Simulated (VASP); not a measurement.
Here is a VASP 6.6.1 calculation.

Contents of INCAR:

```
SYSTEM = Nb
AGGAC = 1.0
AGGAX = 1.0
ALDAC = 0.0
ALDAX = 1.0
ALGO = Normal
EDIFF = 1E-6
ENCUT = 520
GGA = B5
ISIF = 2
ISMEAR = -1
ISPIN = 2
LASPH = .True.
LCHARG = .False.
LMAXMIX = 4
LORBIT = 11
LREAL = .False.
LWAVE = .False.
MAGMOM = 1
NBANDS = 16
NELM = 150
PREC = Accurate
SIGMA = 0.05
```

File KPOINTS:

```
k-points
0
Gamma
  22 22 22
  0 0 0
```

POSCAR

```
Nb
1.0
   -1.6746192086      1.6746192086      1.6746192086
    1.6746192086     -1.6746192086      1.6746192086
    1.6746192086      1.6746192086     -1.6746192086
Nb
1
Direct
    0.0000000000      0.0000000000      0.0000000000
```

Potentials or basis: VASP PAW PBE potentials, release 64 (Nb_sv).

Launch:

```console
$ cat potpaw_PBE.64/Nb_sv/POTCAR > POTCAR
$ mpirun -np 1 vasp_std > vasp.out
```

Q: Estimate the net moment.

A: 0.00 μB per cell.

Q: Predict the pressure.

A: 0.4 GPa.

Caveat: the PAW data sets were made with another functional, which shifts forces and pressure a little.
